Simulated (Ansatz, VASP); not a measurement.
**PbSe: VASP beside Ansatz**

```
Pb Se
1.0
     0.00000    3.13365    3.13365
     3.13365    0.00000    3.13365
     3.13365    3.13365    0.00000
Pb Se
1 1
Cartesian
  0.0000 0.0000 0.0000
  3.1336 3.1336 3.1336
```

Change from the starting cell: volume scaled by 1.025.

Alike in both runs: task single point; functional PBE; k mesh 10 × 10 × 10; occupations fermi-dirac, width 0.03 eV; no spin polarisation.

|  | VASP | Ansatz |
| --- | --- | --- |
| version | VASP 6.6.1 | Ansatz 0.2.0 |
| potentials or method | VASP PAW PBE potentials, release 64 (Pb_d, Se), cutoff 520 eV | all-electron LAPW, scalar-relativistic |

Ansatz gave:

```
pressure (GPa) : -1.0
```

Question: Which values does VASP return?

Answer: Pressure (GPa): -1.1.

Ansatz ran all-electron here, and VASP with PAW potentials.

Neither program's run includes spin-orbit coupling.
